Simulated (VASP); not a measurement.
# Ga2O3 (C2/m) in VASP: notebook

Runs on Ga2O3. Level: LDA. Tasks: single point, relaxation of cell and atoms.

Everything below comes from runs of VASP 6.6.1. Logs are shortened: lines on timing, memory, paths and dates and some standing lists are left out, and cuts for length are marked.

### Step 1. The cell of the first run

The structure is monoclinic, space group C2/m (No. 12). Conventional cell: a = 12.124 Å, b = 3.018 Å, c = 5.752 Å, α = 90.00°, β = 103.76°, γ = 90.00°. Within 2.4 Å of Ga (site symmetry m) lie 4 O at 1.82 to 1.85 Å. Within 2.5 Å of Ga (site symmetry m) lie 6 O at 1.92 to 2.05 Å. Within 2.4 Å of O (site symmetry m) lie 3 Ga at 1.82 to 1.93 Å. Within 2.7 Å of O (site symmetry m) lie 4 Ga at 1.85 to 2.05 Å and 3 O at 2.58 to 2.63 Å. O (site symmetry m) has 3 Ga at 1.83 to 1.92 Å within 2.4 Å.

### Step 2. Single point, LDA

The input, INCAR:

```
ALGO = Normal
EDIFF = 1E-7
ENCUT = 520
ISIF = 2
ISMEAR = 0
LASPH = True
LCHARG = False
LREAL = False
LWAVE = False
NBANDS = 55
NELM = 100
PREC = Accurate
SIGMA = 0.01
```

The input, KPOINTS:

```
k-points
0
Gamma
  4 4 4
```

The input, POSCAR:

```
Ga2O3
1.0
    6.0620321639     -1.5090441977      0.0041037470
    6.0620321639      1.5090441977      0.0041037470
   -1.3720001858      0.0000000000      5.5857367993
Ga O
4 6
Direct
    0.0907580231      0.0907580231      0.7951554941
    0.9092419769      0.9092419769      0.2048445059
    0.6588755589      0.6588755589      0.3142861112
    0.3411244411      0.3411244411      0.6857138888
    0.1657139071      0.1657139071      0.1094782226
    0.8342860929      0.8342860929      0.8905217774
    0.1730645606      0.1730645606      0.5621442463
    0.8269354394      0.8269354394      0.4378557537
    0.4963392415      0.4963392415      0.2556872832
    0.5036607585      0.5036607585      0.7443127168
```

Potentials or basis: VASP PAW LDA potentials, release 64 (Ga_d, O).

Launch:

```sh
> cat potpaw_LDA.64/Ga_d/POTCAR potpaw_LDA.64/O/POTCAR > POTCAR
> mpirun -np 1 vasp_std > vasp.out
```

OUTCAR:

```text
EDIFF = 1E-7
   ENCUT = 520
   ISIF = 2
   ISMEAR = 0
   LASPH = True
   LREAL = False
   NELM = 100
   PREC = Accurate

 ion  position               nearest neighbor table
   1  0.091  0.091  0.795-   5 1.82  10 1.83  10 1.83   7 1.85
   2  0.909  0.909  0.205-   6 1.82   9 1.83   9 1.83   8 1.85
   3  0.659  0.659  0.314-   9 1.92   5 1.93   5 1.93   8 1.99   7 2.05   7 2.05
   4  0.341  0.341  0.686-  10 1.92   6 1.93   6 1.93   7 1.99   8 2.05   8 2.05
   5  0.166  0.166  0.109-   1 1.82   3 1.93   3 1.93
   6  0.834  0.834  0.891-   2 1.82   4 1.93   4 1.93
   7  0.173  0.173  0.562-   1 1.85   4 1.99   3 2.05   3 2.05
   8  0.827  0.827  0.438-   2 1.85   3 1.99   4 2.05   4 2.05
   9  0.496  0.496  0.256-   2 1.83   2 1.83   3 1.92
  10  0.504  0.504  0.744-   1 1.83   1 1.83   4 1.92

  LATTYP: Found a base centered monoclinic cell.
 ALAT       =    12.1240671059
 B/A-ratio  =     0.2489336597
 C/A-ratio  =     0.4744091551
 COS(beta)  =    -0.2378778933

  Lattice vectors:

 A1 = (   6.0620321639,  -1.5090441977,   0.0041037470)
 A2 = (   6.0620321639,   1.5090441977,   0.0041037470)
 A3 = (  -1.3720001858,   0.0000000000,   5.5857367993)

Analysis of symmetry for initial positions (statically):
=====================================================================
 Subroutine PRICEL returns:
 Original cell was already a primitive cell.

 Routine SETGRP: Setting up the symmetry group for a
 base centered monoclinic supercell.

 Subroutine GETGRP returns: Found  4 space group operations
 (whereof  4 operations were pure point group operations)
 out of a pool of  4 trial point group operations.

The static configuration has the point symmetry C_2h.

Analysis of symmetry for dynamics (positions and initial velocities):
=====================================================================
 Subroutine PRICEL returns:
 Original cell was already a primitive cell.

 Routine SETGRP: Setting up the symmetry group for a
 base centered monoclinic supercell.

 Subroutine GETGRP returns: Found  4 space group operations
 (whereof  4 operations were pure point group operations)
 out of a pool of  4 trial point group operations.

The dynamic configuration has the point symmetry C_2h.

 Subroutine INISYM returns: Found  4 space group operations
 (whereof  4 operations are pure point group operations),
 and found     1 'primitive' translations

----------------------------------------------------------------------------------------

                                     Primitive cell

  volume of cell :     102.2122

  direct lattice vectors                    reciprocal lattice vectors
     6.062032164 -1.509044198  0.004103747     0.082466879 -0.331335557  0.020255980
     6.062032164  1.509044198  0.004103747     0.082466879  0.331335557  0.020255980
    -1.372000186  0.000000000  5.585736799    -0.000121174  0.000000000  0.178997648

  length of vectors
     6.247036512  6.247036512  5.751768432     0.342044357  0.342044357  0.178997689

  position of ions in fractional coordinates (direct lattice)
     0.090758023  0.090758023  0.795155494
     0.909241977  0.909241977  0.204844506
     0.658875559  0.658875559  0.314286111
     0.341124441  0.341124441  0.685713889
     0.165713907  0.165713907  0.109478223
     0.834286093  0.834286093  0.890521777
     0.173064561  0.173064561  0.562144246
     0.826935439  0.826935439  0.437855754
     0.496339242  0.496339242  0.255687283
     0.503660758  0.503660758  0.744312717

  ion indices of the primitive-cell ions
   primitive index   ion index
                 1           1
                 2           2
                 3           3
                 4           4
                 5           5
                 6           6
                 7           7
                 8           8
                 9           9
                10          10

----------------------------------------------------------------------------------------

 KPOINTS: k-points

Automatic generation of k-mesh.
 Grid dimensions read from file:
 generate k-points for:    4    4    4

 Generating k-lattice:

  Cartesian coordinates                     Fractional coordinates (reciprocal lattice)
     0.020616720 -0.082833889  0.005063995     0.250000000  0.000000000  0.000000000
     0.020616720  0.082833889  0.005063995     0.000000000  0.250000000  0.000000000
    -0.000030294  0.000000000  0.044749412     0.000000000  0.000000000  0.250000000

  Length of vectors
     0.085511089  0.085511089  0.044749422

  Shift w.r.t. Gamma in fractional coordinates (k-lattice)
     0.000000000  0.000000000  0.000000000

 Subroutine IBZKPT returns following result:
 ===========================================

 Found     24 irreducible k-points:

 Following reciprocal coordinates:
            Coordinates               Weight
  0.000000  0.000000  0.000000      1.000000
  0.250000  0.000000 -0.000000      4.000000
  0.500000  0.000000 -0.000000      2.000000
  0.250000  0.250000 -0.000000      2.000000
  0.500000  0.250000  0.000000      4.000000
 -0.250000  0.250000  0.000000      2.000000
[... 16 lines left out ...]
 -0.250000  0.250000  0.500000      2.000000
  0.500000  0.500000  0.500000      1.000000
   k-points           NKPTS =     24   k-points in BZ     NKDIM =     24   number of bands    NBANDS=     55
   number of dos      NEDOS =    301   number of ions     NIONS =     10
   total plane-waves  NPLWV = 110592
   dimension x,y,z NGX =    48 NGY =   48 NGZ =   48
   dimension x,y,z NGXF=    96 NGYF=   96 NGZF=   96
   ions per type =               4   6
   NGX,Y,Z   is equivalent  to a cutoff of  12.77, 12.77, 13.87 a.u.
   NGXF,Y,Z  is equivalent  to a cutoff of  25.55, 25.55, 27.75 a.u.
 SYSTEM =  unknown system
   PREC   = accura    normal or accurate (medium, high low for compatibility)
   ISTART =      0    job   : 0-new  1-cont  2-samecut
   ICHARG =      2    charge: 1-file 2-atom 10-const
   ISPIN  =      1    spin polarized calculation?
   LNONCOLLINEAR =      F non collinear calculations
   LSORBIT =      F    spin-orbit coupling
   LASPH  =      T    aspherical Exc in radial PAW
   ENCUT  =  520.0 eV  38.22 Ry    6.18 a.u.  11.62 11.62 10.69*2*pi/ulx,y,z
   NELM   =    100;   NELMIN=  2; NELMDL= -5     # of ELM steps
   EDIFF  = 0.1E-06   stopping-criterion for ELM
   LREAL  =      F    real-space projection
   EDIFFG = 0.1E-05   stopping-criterion for IOM
   NSW    =      0    number of steps for IOM
   IBRION =     -1    ionic relax: 0-MD 1-quasi-New 2-CG
   NFREE  =      0    steps in history (QN), initial steepest desc. (CG)
   ISIF   =      2    stress and relaxation
   ISYM   =      2    0-nonsym 1-usesym 2-fastsym
   POTIM  = 0.5000    time-step for ionic-motion
   TEBEG  =    0.0;   TEEND  =   0.0 temperature during run
   PSTRESS=    0.0 pullay stress
   NELECT =      88.0000    total number of electrons
   NUPDOWN=      -1.0000    fix difference up-down
   EMIN   =  10.00;   EMAX   =-10.00  energy-range for DOS
   EFERMI =   0.00;   METHOD = LEGACY
   ISMEAR =     0;   SIGMA  =   0.01  broadening in eV -4-tet -1-fermi 0-gaus
   EFERMI_NEDOS =   21; number of points for ismear=-14 and -15
   IALGO  =     38    algorithm
   IMIX   =      4    mixing-type and parameters
     AMIX     =   0.40;   BMIX     =  1.00
     AMIX_MAG =   1.60;   BMIX_MAG =  1.00
  volume/ion in A,a.u.               =      10.22        68.98
  Fermi-wavevector in a.u.,A,eV,Ry     =   1.557405  2.943068 33.001051  2.425509
  Thomas-Fermi vector in A             =   2.661060
   LORBIT       =      0    0 simple, 1 ext, 2 COOP (PROOUT), +10 PAW based schemes
   GGA     = CA    functional components
   LHFCALC =     F    Hartree Fock is set to
   AEXX    =    0.0000 exact exchange contribution
   IVDW    =     0    specifies the selected vdW correction
   LEPSILON=     F    determine dielectric tensor
   LRPA    =     F    only Hartree local field effects (RPA)
 non-spin polarized calculation
 Gauss-broadening in eV      SIGMA  =   0.01
  energy-cutoff  :      520.00
  volume of cell :      102.21
 maximum number of plane-waves:      2772
 NGX is ok and might be reduce to    48
   NGX = 23   NGY = 23   NGZ = 21

 number of electron      88.0000016 magnetization

 Free energy of the ion-electron system (eV)
  ---------------------------------------------------
  ext. energy  EPLUGINS =         0.00000000
  ---------------------------------------------------
  free energy    TOTEN  =       -68.20911496 eV

  energy without entropy =      -68.20911496  energy(sigma->0) =      -68.20911496

 E-fermi :   3.8989     XC(G=0): -12.3378

 val. band max:        3.8352570141   @ k =   0.5000   0.5000   0.5000
 cond. band min:       6.3582882127   @ k =   0.0000   0.0000   0.0000
 fundamental gap:      2.5230311986
 Fermi energy:         3.8989328314

 k-point     1 :       0.0000    0.0000    0.0000
  band No.  band energies     occupation
      1     -15.0694      2.00000
      2     -13.7739      2.00000
      3     -13.7584      2.00000
      4     -13.6540      2.00000
      5     -13.1266      2.00000
      6     -13.1215      2.00000
[... 47 lines left out ...]
     54      16.0997      0.00000
     55      16.5230      0.00000

 k-point     2 :       0.2500    0.0000   -0.0000
  band No.  band energies     occupation
      1     -14.5819      2.00000
      2     -13.7131      2.00000
      3     -13.6031      2.00000
      4     -13.4259      2.00000
      5     -13.1409      2.00000
      6     -13.1266      2.00000
[... 47 lines left out ...]
     54      14.5193      0.00000
     55      15.3608      0.00000
[... 1216 lines left out ...]
     54      15.4530      0.00000
     55      15.6975      0.00000

 k-point    24 :       0.5000    0.5000    0.5000
  band No.  band energies     occupation
      1     -14.6260      2.00000
      2     -14.1517      2.00000
      3     -13.9632      2.00000
      4     -13.6249      2.00000
      5     -13.2910      2.00000
      6     -13.0007      2.00000
[... 47 lines left out ...]
     54      15.8939      0.00000
     55      16.7433      0.00000

------------------------ aborting loop because EDIFF is reached ----------------------------------------

  FORCE on cell =-STRESS in cart. coord.  units (eV):
  Direction    XX          YY          ZZ          XY          YZ          ZX
  --------------------------------------------------------------------------------------
  -------------------------------------------------------------------------------------
  Total        1.0762242      1.3272597      1.1700985      0.0000000      0.0000000      0.0275986
  in kB       16.8698210     20.8048044     18.3413003      0.0000000      0.0000000      0.4326077
  external PRESSURE =      18.6719752 kB  Pullay stress =       0.0000000 kB

 VOLUME and BASIS-vectors are now :
 -----------------------------------------------------------------------------
  energy-cutoff  :      520.00
  volume of cell :      102.21
      direct lattice vectors                 reciprocal lattice vectors
     6.062032164 -1.509044198  0.004103747     0.082466879 -0.331335557  0.020255980
     6.062032164  1.509044198  0.004103747     0.082466879  0.331335557  0.020255980
    -1.372000186  0.000000000  5.585736799    -0.000121174  0.000000000  0.178997648

 POSITION                                       TOTAL-FORCE (eV/Angst)
 -----------------------------------------------------------------------------------
      0.00940      0.00000      4.44227         0.026586      0.000000     -0.005637
     10.74266      0.00000      1.15167        -0.026586      0.000000      0.005637
      7.55705      0.00000      1.76093        -0.005766      0.000000      0.025642
      3.19502      0.00000      3.83302         0.005766      0.000000     -0.025642
      1.85892      0.00000      0.61288         0.057117      0.000000      0.024670
      8.89314      0.00000      4.98107        -0.057117      0.000000     -0.024670
      1.32698      0.00000      3.14141         0.011671      0.000000     -0.040338
      9.42508      0.00000      2.45253        -0.011671      0.000000      0.040338
      5.66685      0.00000      1.43228         0.062775      0.000000      0.025459
      5.08522      0.00000      4.16167        -0.062775      0.000000     -0.025459
 -----------------------------------------------------------------------------------
    total drift:                                0.000000     -0.000000     -0.000000

  FREE ENERGIE OF THE ION-ELECTRON SYSTEM (eV)
  ---------------------------------------------------
  free  energy   TOTEN  =       -68.2091149552 eV

  energy  without entropy=      -68.2091149552  energy(sigma->0) =      -68.20911496
```

It took 6.9 min on 1 thread of Oxide Virtual Turin-like, shared host; peak memory 0.26 GiB.

What came out:

| Item | Value |
| --- | --- |
| Free energy | -68.2091 eV |
| Pressure | 1.9 GPa |
| Largest force | 0.068 eV/Å |
| Band gap on the k mesh | 2.52 eV |

Forces in eV/Å, atoms in the order of the input:
```
Ga   0.027  0.000 -0.006
Ga  -0.027  0.000  0.006
Ga  -0.006  0.000  0.026
Ga   0.006  0.000 -0.026
O    0.057  0.000  0.025
O   -0.057  0.000 -0.025
O    0.012  0.000 -0.040
O   -0.012  0.000  0.040
O    0.063  0.000  0.025
O   -0.063  0.000 -0.025
```

Stress tensor (GPa, compression positive):
```
1.69 0.00 0.04
0.00 2.08 0.00
0.04 0.00 1.83
```

Levels at points of the mesh, in eV from the valence-band top:
```csv
k point,band 40,band 41,band 42,band 43,band 44,band 45,band 46,band 47,band 48,band 49
"(0.00, 0.00, 0.00)",-0.68,-0.68,-0.50,-0.28,0.00,2.52,5.70,6.65,6.83,7.71
"(0.50, 0.00, 0.00)",-1.33,-0.77,-0.74,-0.46,-0.11,5.60,6.56,7.29,7.50,8.02
"(0.50, 0.50, 0.00)",-1.14,-0.69,-0.67,-0.41,-0.15,4.65,4.93,5.69,6.63,7.94
"(0.00, 0.00, 0.50)",-1.45,-0.71,-0.65,-0.48,-0.29,4.88,4.97,6.81,7.22,7.70
"(0.50, 0.00, 0.50)",-1.28,-1.14,-1.11,-0.76,-0.68,6.94,6.97,7.85,8.02,8.45
"(0.50, 0.50, 0.50)",-0.72,-0.66,-0.60,-0.60,0.00,5.29,5.36,6.34,6.62,6.89
```

Caveat: the k points lie up to 0.54 Å⁻¹ apart.

### Step 3. Relaxation of cell and atoms, LDA

This run uses another cell than the first one, of 10.44 Å³/atom.

The input, INCAR:

```
SYSTEM = Ga2O3
PREC = Accurate
ENCUT = 600
EDIFF = 1E-6
ISMEAR = 0
SIGMA = 0.01
LREAL = .FALSE.
LASPH = .TRUE.
NELM = 80
ALGO = Normal
ISIF = 3
LWAVE = .FALSE.
LCHARG = .FALSE.
GGA = CA
IBRION = 2
NSW = 100
EDIFFG = -0.003
```

The input, KPOINTS:

```
regular mesh
0
G
  4 4 4
  0 0 0
```

The input, POSCAR:

```
Ga2O3
1.0
    6.1070000000     -1.5185500000      0.0000000000
    6.1070000000      1.5185500000      0.0000000000
   -1.3859888959      0.0000000000      5.6300087380
Ga O
4 6
Direct
    0.0905000000      0.0905000000      0.7946000000
    0.9095000000      0.9095000000      0.2054000000
    0.6586600000      0.6586600000      0.3140200000
    0.3413400000      0.3413400000      0.6859800000
    0.1645000000      0.1645000000      0.1098000000
    0.8355000000      0.8355000000      0.8902000000
    0.1733000000      0.1733000000      0.5632000000
    0.8267000000      0.8267000000      0.4368000000
    0.4959000000      0.4959000000      0.2566000000
    0.5041000000      0.5041000000      0.7434000000
```

Potentials or basis: VASP PAW LDA potentials, release 64 (Ga_d, O).

Launch:

```sh
> cat potpaw_LDA.64/Ga_d/POTCAR potpaw_LDA.64/O/POTCAR > POTCAR
> mpirun -np 1 vasp_std > vasp.out
```

It took 68 min on 1 thread of Oxide Virtual Turin-like, shared host; peak memory 0.31 GiB.

It converged, with:

```
Free energy                           : -68.2374 eV
Relaxed volume                        : 10.29 Å³/atom
Relaxed cell                          : a = 6.257 Å, b = 6.257 Å, c = 5.765 Å, α = 103.34°, β = 103.34°, γ = 27.99°
Space group after relaxing (to 0.1 Å) : C2/m (No. 12)
Energy gained by relaxing             : 1.4 meV/atom
Ionic steps                           : 28
Pressure after relaxing               : 0.0 GPa
Band gap on the k mesh                : 2.46 eV (least direct gap 2.46 eV)
```

Step by step:
```
step  energy change (eV)  largest force (eV/Å)  pressure (GPa)  volume (Å³)
   1              0.0000                0.0972           -2.65       104.42
   2             -0.0018                0.1740            2.63       101.84
   3             -0.0120                0.0819            0.07       103.08
   4             -0.0129                0.0549           -0.04       103.05
   5             -0.0129                0.0552           -0.04       103.05
   6             -0.0133                0.0380            0.02       103.01
   7             -0.0134                0.0486            0.03       102.98
   8             -0.0136                0.0206           -0.01       102.97
   9             -0.0137                0.0238           -0.04       102.96
  10             -0.0137                0.0248           -0.06       102.96
  11             -0.0138                0.0262            0.01       102.92
  12             -0.0139                0.0271            0.10       102.89
  13             -0.0140                0.0207           -0.06       102.90
  14             -0.0140                0.0187           -0.11       102.91
  15             -0.0141                0.0110            0.00       102.86
  16             -0.0141                0.0106            0.06       102.85
  17             -0.0141                0.0108            0.01       102.86
  18             -0.0141                0.0104            0.00       102.85
  19             -0.0141                0.0059            0.04       102.85
  20             -0.0141                0.0111            0.03       102.85
  21             -0.0141                0.0071            0.00       102.85
  22             -0.0141                0.0061           -0.04       102.86
  23             -0.0141                0.0044            0.00       102.87
  24             -0.0141                0.0041           -0.05       102.87
  25             -0.0141                0.0066            0.02       102.87
  26             -0.0141                0.0043           -0.01       102.87
  27             -0.0141                0.0039           -0.01       102.87
  28             -0.0141                0.0017            0.00       102.87
```

Final structure:
```xyz
10
Lattice="6.0709 -1.5131 0.0037 6.0709 1.5131 0.0037 -1.3744 0.0000 5.5984" Properties=species:S:1:pos:R:3 pbc="T T T"
Ga    0.0102    0.0000    4.4532
Ga   10.7573    0.0000    1.1526
Ga    7.5687    0.0000    1.7647
Ga    3.1987    0.0000    3.8411
O     1.8665    0.0000    0.6151
O     8.9010    0.0000    4.9907
O     1.3281    0.0000    3.1457
O     9.4394    0.0000    2.4601
O     5.6759    0.0000    1.4341
O     5.0915    0.0000    4.1717
```

Levels at points of the mesh, in eV from the valence-band top:
```
           k point  band 40  band 41  band 42  band 43  band 44  band 45  band 46  band 47  band 48  band 49
(0.00, 0.00, 0.00)    -0.69    -0.69    -0.50    -0.28    -0.01     2.46     5.64     6.60     6.76     7.66
(0.50, 0.00, 0.00)    -1.33    -0.77    -0.74    -0.46    -0.11     5.56     6.49     7.21     7.45     7.96
(0.50, 0.50, 0.00)    -1.14    -0.69    -0.68    -0.41    -0.15     4.59     4.87     5.65     6.55     7.89
(0.00, 0.00, 0.50)    -1.44    -0.71    -0.66    -0.49    -0.29     4.82     4.90     6.75     7.15     7.66
(0.50, 0.00, 0.50)    -1.27    -1.13    -1.10    -0.76    -0.67     6.89     6.91     7.77     7.95     8.38
(0.50, 0.50, 0.50)    -0.73    -0.67    -0.60    -0.60     0.00     5.22     5.30     6.28     6.55     6.86
```

Caveat: the k points lie up to 0.54 Å⁻¹ apart in the final cell. A hybrid or GW would open this gap; LDA tends to underestimate it.
